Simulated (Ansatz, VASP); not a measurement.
Rh in VASP and in Ansatz

INCAR

```
  PREC = Accurate
  ENCUT = 520
  EDIFF = 1E-6
  ISMEAR = -1
  SIGMA = 0.05
  LREAL = False
  LASPH = True
  NELM = 150
  ALGO = Normal
  ISIF = 2
  LWAVE = False
  LCHARG = False
  ISPIN = 2
  MAGMOM = 1
  LORBIT = 11
  LMAXMIX = 4
  GGA = PE
  NBANDS = 18
```

File KPOINTS:

```
regular mesh
0
Gamma
  23 23 23
```

The input POSCAR:

```
Rh
1.0
    0.0000000000      1.8627233812      1.8627233812
    1.8627233812      0.0000000000      1.8627233812
    1.8627233812      1.8627233812      0.0000000000
Rh
1
Direct
    0.0000000000      0.0000000000      0.0000000000
```

Input for Ansatz:

```yaml
crystal:
  lattice:
    - [0.0, 1.8627233812, 1.8627233812]
    - [1.8627233812, 0.0, 1.8627233812]
    - [1.8627233812, 1.8627233812, 0.0]
  atoms:
    - { symbol: Rh, position: [0.0, 0.0, 0.0], spin: 1.0 }
hamiltonian:
  xc: pbe
  pseudopotentials:
    kind: paw
    azcp:
      Rh: "pseudopotentials/Rh.paw.azcp"
basis:
  ecutwfc: 420
  fft_grid_basis: typed
kpoints:
  mp_grid: { grid: [23, 23, 23], shift: [0, 0, 0] }
magnetization:
  spin_polarized: true
scf:
  occupations: { method: fermi_dirac, width: 0.05 }
output:
  stress: true
```

Alike in both runs: task single point; functional PBE; k mesh 23 × 23 × 23; occupations fermi-dirac, width 0.05 eV; collinear spin.

|  | VASP | Ansatz |
| --- | --- | --- |
| version | VASP 6.6.1 | Ansatz 0.2.0 |
| potentials or method | VASP PAW PBE potentials, release 64 (Rh_pv), cutoff 520 eV | plane waves (420 eV) with PAW, scalar-relativistic |
| valence electrons in the cell | 15 | 17 |

|  | VASP | Ansatz | Ansatz less VASP |
| --- | --- | --- | --- |
| pressure (GPa) | 26.5 | 26.5 | -0.01 |
| net moment per atom (μB) | 0.00 | 0.00 | -0.001 |

VASP's potentials hold 15 valence electrons a cell and Ansatz's 17, so a difference there can come from the potentials and not from the codes. Ansatz's warnings: seeded moment not kept.
